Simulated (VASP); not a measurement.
# Ga3As3O in VASP: notebook

The runs below take Ga3As3O through single point, with PBE.

All numbers are computed with VASP 6.6.1; they aren't measurements. Logs are shortened: lines on timing, memory, paths and dates and some standing lists are left out, and cuts for length are marked.

## Step 1: The cell of the first run

The cell holds a slab with vacuum, 7 atoms: a = 4.063 Å, b = 5.746 Å, c = 19.892 Å, α = 90.00°, β = 90.00°, γ = 90.00°.

## Step 2: Single point, PBE, collinear spin, ferromagnetic start

Contents of INCAR:

```
PREC     = Accurate       # precision mode
ENCUT    = 520            # plane-wave cutoff, eV
EDIFF    = 1E-6           # SCF threshold, eV
ISMEAR   = 0              # smearing method
SIGMA    = 0.05           # smearing width, eV
LREAL    = False          # projectors in reciprocal space
LASPH    = True           # aspherical terms in the spheres
NELM     = 200            # most SCF steps
ALGO     = Normal         # electronic algorithm
ISIF     = 2              # what is computed and relaxed
LWAVE    = False          # write WAVECAR
LCHARG   = False          # write CHGCAR
ISPIN    = 2              # spin polarisation
MAGMOM   = 0 0 0 0 0 0 2  # initial moments
LORBIT   = 11             # projections on sites
LDIPOL   = True         
IDIPOL   = 3            
DIPOL    = 0.5 0.5 0.328
GGA      = PE             # functional
NBANDS   = 43             # bands
GGA_COMPAT= False        
NELMDL   = -8           
KPAR     = 4
```

Contents of KPOINTS:

```
regular mesh
0
Gamma
  7 5 1
```

Contents of POSCAR:

```
Ga3As3O
1.0
    4.0629609251      0.0000000000      0.0000000000
    0.0000000000      5.7458944437      0.0000000000
    0.0000000000      0.0000000000     19.8924416078
Ga As O
3 3 1
Direct
    0.5000000000      0.5000000000      0.2010813996
    0.0000000000      0.0635976529      0.3146195102
    0.5000000000      0.4877931194      0.3796180525
    0.0000000000      0.2500000000      0.2010813996
    0.5000000000      0.8095618192      0.2945553866
    0.0000000000      0.2894088168      0.4218909761
    0.1666666667      0.4560754834      0.4841366539
```

Potentials or basis: VASP PAW PBE potentials, release 64 (Ga_d, As, O).

Run with:

```sh
> cat potpaw_PBE.64/Ga_d/POTCAR potpaw_PBE.64/As/POTCAR potpaw_PBE.64/O/POTCAR > POTCAR
> mpirun -np 4 vasp_std > vasp.out
```

OUTCAR:

```text
PREC = Accurate
   ENCUT = 520
   EDIFF = 1E-6
   ISMEAR = 0
   LREAL = False
   LASPH = True
   NELM = 200
   ISIF = 2
   ISPIN = 2
   LORBIT = 11
   GGA = PE
   NELMDL = -8

 ion  position               nearest neighbor table
   1  0.500  0.500  0.201-   4 2.49   4 2.49   5 2.57
   2  0.000  0.064  0.315-   6 2.50   4 2.50   5 2.53   5 2.53
   3  0.500  0.488  0.380-   6 2.48   6 2.48   5 2.51
   4  0.000  0.250  0.201-   1 2.49   1 2.49   2 2.50
   5  0.500  0.810  0.295-   3 2.51   2 2.53   2 2.53   1 2.57
   6  0.000  0.289  0.422-   7 1.71   3 2.48   3 2.48   2 2.50
   7  0.167  0.456  0.484-   6 1.71

  LATTYP: Found a simple orthorhombic cell.
 ALAT       =     4.0629609251
 B/A-ratio  =     1.4142135624
 C/A-ratio  =     4.8960455132

  Lattice vectors:

 A1 = (   4.0629609251,   0.0000000000,   0.0000000000)
 A2 = (   0.0000000000,   5.7458944437,   0.0000000000)
 A3 = (   0.0000000000,   0.0000000000,  19.8924416078)

Analysis of symmetry for initial positions (statically):
=====================================================================
 Subroutine PRICEL returns:
 Original cell was already a primitive cell.

 Routine SETGRP: Setting up the symmetry group for a
 simple orthorhombic supercell.

 Subroutine GETGRP returns: Found  1 space group operations
 (whereof  1 operations were pure point group operations)
 out of a pool of  8 trial point group operations.

The static configuration has the point symmetry C_1 .

Analysis of symmetry for dynamics (positions and initial velocities):
=====================================================================
 Subroutine PRICEL returns:
 Original cell was already a primitive cell.

 Routine SETGRP: Setting up the symmetry group for a
 simple orthorhombic supercell.

 Subroutine GETGRP returns: Found  1 space group operations
 (whereof  1 operations were pure point group operations)
 out of a pool of  8 trial point group operations.

The dynamic configuration has the point symmetry C_1 .

Analysis of structural, dynamic, and magnetic symmetry:
=====================================================================
 Subroutine PRICEL returns:
 Original cell was already a primitive cell.

 Routine SETGRP: Setting up the symmetry group for a
 simple orthorhombic supercell.

 Subroutine GETGRP returns: Found  1 space group operations
 (whereof  1 operations were pure point group operations)
 out of a pool of  8 trial point group operations.

The overall configuration has the point symmetry C_1 .

 Subroutine INISYM returns: Found  1 space group operations
 (whereof  1 operations are pure point group operations),
 and found     1 'primitive' translations

----------------------------------------------------------------------------------------

                                     Primitive cell

  volume of cell :     464.3959

  direct lattice vectors                    reciprocal lattice vectors
     4.062960925  0.000000000  0.000000000     0.246125921  0.000000000  0.000000000
     0.000000000  5.745894444  0.000000000     0.000000000  0.174037308  0.000000000
     0.000000000  0.000000000 19.892441608     0.000000000  0.000000000  0.050270350

  length of vectors
     4.062960925  5.745894444 19.892441608     0.246125921  0.174037308  0.050270350

  position of ions in fractional coordinates (direct lattice)
     0.500000000  0.500000000  0.201081400
     0.000000000  0.063597653  0.314619510
     0.500000000  0.487793119  0.379618052
     0.000000000  0.250000000  0.201081400
     0.500000000  0.809561819  0.294555387
     0.000000000  0.289408817  0.421890976
     0.166666667  0.456075483  0.484136654

  ion indices of the primitive-cell ions
   primitive index   ion index
                 1           1
                 2           2
                 3           3
                 4           4
                 5           5
                 6           6
                 7           7

----------------------------------------------------------------------------------------

 KPOINTS: regular mesh

Automatic generation of k-mesh.
 Grid dimensions read from file:
 generate k-points for:    7    5    1

 Generating k-lattice:

  Cartesian coordinates                     Fractional coordinates (reciprocal lattice)
     0.035160846  0.000000000  0.000000000     0.142857143  0.000000000  0.000000000
     0.000000000  0.034807462  0.000000000     0.000000000  0.200000000  0.000000000
     0.000000000  0.000000000  0.050270350     0.000000000  0.000000000  1.000000000

  Length of vectors
     0.035160846  0.034807462  0.050270350

  Shift w.r.t. Gamma in fractional coordinates (k-lattice)
     0.000000000  0.000000000  0.000000000

 Subroutine IBZKPT returns following result:
 ===========================================

 Found     18 irreducible k-points:

 Following reciprocal coordinates:
            Coordinates               Weight
  0.000000  0.000000  0.000000      1.000000
  0.142857  0.000000  0.000000      2.000000
  0.285714  0.000000  0.000000      2.000000
  0.428571  0.000000  0.000000      2.000000
  0.000000  0.200000  0.000000      2.000000
  0.142857  0.200000  0.000000      2.000000
[... 10 lines left out ...]
  0.428571  0.400000  0.000000      2.000000
  0.428571 -0.400000  0.000000      2.000000
   k-points           NKPTS =     18   k-points in BZ     NKDIM =     18   number of bands    NBANDS=     43
   number of dos      NEDOS =    301   number of ions     NIONS =      7
   total plane-waves  NPLWV = 216000
   dimension x,y,z NGX =    30 NGY =   48 NGZ =  150
   dimension x,y,z NGXF=    60 NGYF=   96 NGZF=  300
   ions per type =               3   3   1
   NGX,Y,Z   is equivalent  to a cutoff of  12.28, 13.89, 12.54 a.u.
   NGXF,Y,Z  is equivalent  to a cutoff of  24.55, 27.78, 25.07 a.u.
 SYSTEM =  unknown system
   PREC   = accura    normal or accurate (medium, high low for compatibility)
   ISTART =      0    job   : 0-new  1-cont  2-samecut
   ICHARG =      2    charge: 1-file 2-atom 10-const
   ISPIN  =      2    spin polarized calculation?
   LNONCOLLINEAR =      F non collinear calculations
   LSORBIT =      F    spin-orbit coupling
   LASPH  =      T    aspherical Exc in radial PAW
   ENCUT  =  520.0 eV  38.22 Ry    6.18 a.u.   7.55 10.68 36.99*2*pi/ulx,y,z
   NELM   =    200;   NELMIN=  2; NELMDL= -8     # of ELM steps
   EDIFF  = 0.1E-05   stopping-criterion for ELM
   LREAL  =      F    real-space projection
   EDIFFG = 0.1E-04   stopping-criterion for IOM
   NSW    =      0    number of steps for IOM
   IBRION =     -1    ionic relax: 0-MD 1-quasi-New 2-CG
   NFREE  =      0    steps in history (QN), initial steepest desc. (CG)
   ISIF   =      2    stress and relaxation
   ISYM   =      2    0-nonsym 1-usesym 2-fastsym
   POTIM  = 0.5000    time-step for ionic-motion
   TEBEG  =    0.0;   TEEND  =   0.0 temperature during run
   PSTRESS=    0.0 pullay stress
   NELECT =      60.0000    total number of electrons
   NUPDOWN=      -1.0000    fix difference up-down
   EMIN   =  10.00;   EMAX   =-10.00  energy-range for DOS
   EFERMI =   0.00;   METHOD = LEGACY
   ISMEAR =     0;   SIGMA  =   0.05  broadening in eV -4-tet -1-fermi 0-gaus
   EFERMI_NEDOS =   21; number of points for ismear=-14 and -15
   IALGO  =     38    algorithm
   IMIX   =      4    mixing-type and parameters
     AMIX     =   0.40;   BMIX     =  1.00
     AMIX_MAG =   1.60;   BMIX_MAG =  1.00
  volume/ion in A,a.u.               =      66.34       447.70
  Fermi-wavevector in a.u.,A,eV,Ry     =   0.827616  1.563968  9.319297  0.684949
  Thomas-Fermi vector in A             =   1.939851
   LORBIT       =     11    0 simple, 1 ext, 2 COOP (PROOUT), +10 PAW based schemes
   GGA     = PE    functional components
   LHFCALC =     F    Hartree Fock is set to
   AEXX    =    0.0000 exact exchange contribution
   IVDW    =     0    specifies the selected vdW correction
   LEPSILON=     F    determine dielectric tensor
   LRPA    =     F    only Hartree local field effects (RPA)
 spin polarized calculation
 Gauss-broadening in eV      SIGMA  =   0.05
  energy-cutoff  :      520.00
  volume of cell :      464.40
 maximum number of plane-waves:     12539
 NGX is ok and might be reduce to    30
   NGX = 15   NGY = 21   NGZ = 73

 dipolmoment           0.000000      0.000000     -0.130690 electrons x Angstroem

 number of electron      60.0000037 magnetization      -0.0000364

 number of electron      60.0000037 magnetization       0.0000258

 dipolmoment           0.000000      0.000000      0.299984 electrons x Angstroem

 Free energy of the ion-electron system (eV)
  ---------------------------------------------------
  ext. energy  EPLUGINS =         0.00000000
  ---------------------------------------------------
  free energy    TOTEN  =       -27.26719245 eV

  energy without entropy =      -27.26719245  energy(sigma->0) =      -27.26719245

 E-fermi :  -2.3505     XC(G=0):  -3.7919

 val. band max:       -2.5384303949   @ k =   0.1429   0.4000   0.0000
 cond. band min:      -2.1612109114   @ k =   0.4286  -0.2000   0.0000
 fundamental gap:      0.3772194835
 Fermi energy:        -2.3505396490

 spin component 1

 k-point     1 :       0.0000    0.0000    0.0000
  band No.  band energies     occupation
      1     -21.0020      1.00000
      2     -17.6493      1.00000
      3     -17.6369      1.00000
      4     -17.6219      1.00000
      5     -17.5918      1.00000
      6     -17.5706      1.00000
[... 34 lines left out ...]
     41       2.7120      0.00000
     42       3.2814      0.00000
[... 723 lines left out ...]
      1     -20.9564      1.00000
      2     -17.6433      1.00000
      3     -17.6286      1.00000
      4     -17.6197      1.00000
      5     -17.6103      1.00000
      6     -17.5965      1.00000
[... 34 lines left out ...]
     41       3.8737      0.00000
     42       4.3264      0.00000
 Fermi energy:        -2.3505396490

 spin component 2

 k-point     1 :       0.0000    0.0000    0.0000
  band No.  band energies     occupation
      1     -21.0020      1.00000
      2     -17.6493      1.00000
      3     -17.6369      1.00000
      4     -17.6219      1.00000
      5     -17.5918      1.00000
      6     -17.5706      1.00000
[... 34 lines left out ...]
     41       2.7130      0.00000
     42       3.2835      0.00000
[... 723 lines left out ...]
      1     -20.9564      1.00000
      2     -17.6433      1.00000
      3     -17.6286      1.00000
      4     -17.6197      1.00000
      5     -17.6103      1.00000
      6     -17.5965      1.00000
[... 34 lines left out ...]
     41       3.8750      0.00000
     42       4.3272      0.00000
 [bands above 42 left out]

------------------------ aborting loop because EDIFF is reached ----------------------------------------

 vacuum level on the upper side and lower side of the slab       (xc-potential included)         1.133        -1.130

  FORCE on cell =-STRESS in cart. coord.  units (eV):
  Direction    XX          YY          ZZ          XY          YZ          ZX
  --------------------------------------------------------------------------------------
  -------------------------------------------------------------------------------------
  Total       -0.0364858      0.5312004      0.2567626      0.1719307      0.5849537      1.2611382
  in kB       -0.1258768      1.8326545      0.8858374      0.5931650      2.0181047      4.3509578
  external PRESSURE =       0.8642050 kB  Pullay stress =       0.0000000 kB

 VOLUME and BASIS-vectors are now :
 -----------------------------------------------------------------------------
  energy-cutoff  :      520.00
  volume of cell :      464.40
      direct lattice vectors                 reciprocal lattice vectors
     4.062960925  0.000000000  0.000000000     0.246125921  0.000000000  0.000000000
     0.000000000  5.745894444  0.000000000     0.000000000  0.174037308  0.000000000
     0.000000000  0.000000000 19.892441608     0.000000000  0.000000000  0.050270350

 POSITION                                       TOTAL-FORCE (eV/Angst)
 -----------------------------------------------------------------------------------
      2.03148      2.87295      4.00000         0.063343     -0.287870      0.754123
      0.00000      0.36543      6.25855         0.477952     -0.572679     -0.565031
      2.03148      2.80281      7.55153        -0.187971      0.155079      0.185792
      0.00000      1.43647      4.00000        -0.137933      0.453070     -0.600019
      2.03148      4.65166      5.85943        -0.093290      0.201841      0.200263
      0.00000      1.66291      8.39244        -1.381728     -0.540521     -0.300936
      0.67716      2.62056      9.63066         1.259627      0.591080      0.325807
 -----------------------------------------------------------------------------------
    total drift:                               -0.000224      0.000973      0.000497

  FREE ENERGIE OF THE ION-ELECTRON SYSTEM (eV)
  ---------------------------------------------------
  free  energy   TOTEN  =       -27.2671924547 eV

  energy  without entropy=      -27.2671924523  energy(sigma->0) =      -27.26719245

 vacuum level on the upper side and lower side of the slab         4.092         1.768

 total charge

# of ion       s       p       d       tot
------------------------------------------
    1        0.974   0.590   9.962  11.526
    2        0.915   0.675   9.987  11.578
    3        0.978   0.614   9.969  11.562
    4        1.268   1.447   0.023   2.737
    5        1.243   1.485   0.027   2.756
    6        1.228   1.469   0.126   2.823
    7        1.603   3.305   0.000   4.908
--------------------------------------------------
tot          8.210   9.586  30.095  47.890

 magnetization (x)

# of ion       s       p       d       tot
------------------------------------------
    1       -0.000   0.000   0.000   0.000
    2       -0.000  -0.000  -0.000  -0.000
    3       -0.000  -0.000  -0.000  -0.000
    4       -0.000  -0.000   0.000  -0.000
    5       -0.000  -0.000   0.000  -0.000
    6       -0.000  -0.000  -0.000  -0.000
    7       -0.000  -0.000   0.000  -0.000
--------------------------------------------------
tot         -0.000  -0.000  -0.000  -0.000
```

Run time: 10 min. Hardware: 4 MPI ranks of Intel Xeon Platinum 8175M at 2.50GHz (Skylake/Cascade Lake), shared host; peak memory 1 GiB.

What came out:

```yaml
Free_energy: -27.2672 eV
Largest_force: 1.514 eV/Å
Band_gap_on_the_k_mesh: 0.38 eV (least direct gap 0.51 eV)
Net_moment: 0.00 μB per cell
Valence_electrons_inside_the_program's_atomic_spheres: Ga 11.53, 11.58, 11.56; As 2.74, 2.76, 2.82; O 4.91
```

Forces on the atoms (eV/Å):
```
Ga   0.063 -0.288  0.754
Ga   0.478 -0.573 -0.565
Ga  -0.188  0.155  0.186
As  -0.138  0.453 -0.600
As  -0.093  0.202  0.200
As  -1.382 -0.541 -0.301
O    1.260  0.591  0.326
```

Caveat: semilocal functionals underestimate gaps, and a narrow one can read as zero.

(Part 1 of 2 ends here.)

The gap in the log of VASP goes by the Fermi energy; the results here count the filled bands.